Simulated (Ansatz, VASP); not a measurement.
## MgO: VASP beside Ansatz

Contents of INCAR:

```
PREC = Accurate
ENCUT = 520
EDIFF = 1E-6
ISMEAR = 0
SIGMA = 0.05
LREAL = F
LASPH = T
NELM = 120
ALGO = Normal
ISIF = 2
LWAVE = F
LCHARG = T
LDIPOL = T
IDIPOL = 3
DIPOL = 0.5 0.5 0.310
GGA = PE
LELF = T
LVHAR = T
LVACPOTAV = T
NBANDS = 21
GGA_COMPAT = F
NELMDL = -8
```

File KPOINTS:

```
regular mesh
0
Gamma
  9 9 1
```

The input POSCAR:

```
MgO
1.0
    3.0085896333      0.0000000000      0.0000000000
    0.0000000000      3.0085896333      0.0000000000
    0.0000000000      0.0000000000     19.7799623295
Mg O
3 3
Direct
    0.5000000000      0.5000000000      0.2022248543
    0.0000000000      0.0000000000      0.3100331114
    0.5000000000      0.5000000000      0.4161289115
    0.0000000000      0.0000000000      0.2022248543
    0.5000000000      0.5000000000      0.3095409233
    0.0000000000      0.0000000000      0.4186035439
```

Input for Ansatz:

```yaml
crystal:
  lattice:
    - [3.0085896345, 0.0, 0.0]
    - [0.0, 3.0085896345, 0.0]
    - [0.0, 0.0, 19.7799623088]
  atoms:
    - { symbol: Mg, position: [0.5, 0.5, 0.2022248545] }
    - { symbol: O, position: [0.0, 0.0, 0.2022248545] }
    - { symbol: Mg, position: [0.0, 0.0, 0.3100331116] }
    - { symbol: O, position: [0.5, 0.5, 0.3095409234] }
    - { symbol: Mg, position: [0.5, 0.5, 0.4161289119] }
    - { symbol: O, position: [0.0, 0.0, 0.4186035433] }
basis:
  ecutwfc: 420
kpoints:
  mp_grid: { grid: [9, 9, 1] }
hamiltonian:
  xc: pbe
  pseudopotentials: { kind: paw, azcp: { folder: soft_1 } }
scf:
  occupations: { method: gaussian, width: 0.05 }
output:
  forces: true
  eigenvalues: true
  write_density: true
  write_potential: true
  elf: true
  volumetric_format: npy
efield:
  axis: 3
  dipole_correction: true
  ramp_width: 0.04
```

Alike in both runs: task single point; functional PBE; k mesh 9 × 9 × 1; occupations gaussian, width 0.05 eV; no spin polarisation.

|  | VASP | Ansatz |
| --- | --- | --- |
| version | VASP 6.6.1 | Ansatz 0.2.0 |
| potentials or method | VASP PAW PBE potentials, release 64 (Mg, O), cutoff 520 eV | scalar-relativistic, plane waves, PAW |
| valence electrons in the cell | 24 | 48 |

```csv
,VASP,Ansatz,Ansatz less VASP
gap on the k mesh at the Fermi level (eV),3.23,3.25,+0.022
least direct gap on the mesh (eV),3.23,3.25,+0.022
rms of the force components (eV/Å),0.147,0.140,-0.0071
```

The functional is the same, so the differences come from potentials, cutoffs and numerics. VASP's potentials hold 24 valence electrons a cell and Ansatz's 48, so a difference there can come from the potentials and not from the codes. Ansatz's warnings: xc potential rough in thin density.
